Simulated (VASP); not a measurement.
Here is a VASP 6.6.1 calculation.

File INCAR:

```
SYSTEM = Zn3CdTe4
PREC = Accurate ; ENCUT = 520
EDIFF = 1E-7 ; ISMEAR = 0
SIGMA = 0.02 ; LREAL = .FALSE.
LASPH = .TRUE. ; NELM = 60
ALGO = Normal ; ISIF = 2
LWAVE = .FALSE. ; LCHARG = .FALSE.
GGA = PE ; NBANDS = 46
```

File KPOINTS:

```
Automatic mesh
0
G
  6 6 2
  0 0 0
```

The input POSCAR:

```
Zn3CdTe4
1.0
    4.5822130324      0.0000000000      0.0000000000
   -2.2911065162      3.9683128916      0.0000000000
    0.0000000000      0.0000000000     15.0741689891
Zn Cd Te
3 1 4
Direct
    0.3333333333      0.6666666667      0.5003155437
    0.6666666667      0.3333333333      0.2570305961
    0.6666666667      0.3333333333      0.7431937421
    0.3333333333      0.6666666667      0.0016055103
    0.3333333333      0.6666666667      0.1972955294
    0.3333333333      0.6666666667      0.6837870453
    0.6666666667      0.3333333333      0.4405323724
    0.6666666667      0.3333333333      0.9262396608
```

Potentials or basis: VASP PAW PBE potentials, release 64 (Zn, Cd, Te).

The run is started by

```sh
$ cat potpaw_PBE.64/Zn/POTCAR potpaw_PBE.64/Cd/POTCAR potpaw_PBE.64/Te/POTCAR > POTCAR
$ mpirun -np 1 vasp_std > vasp.out
```

(1) Estimate the pressure.

(2) What does it give for the largest force?

(3) Estimate the band gap on the k mesh.

Answers

(1) -3.0 GPa.

(2) 0.008 eV/Å.

(3) 0.46 eV, direct.

Caveat: spin-orbit coupling is left out, which moves the levels of the heavy elements.
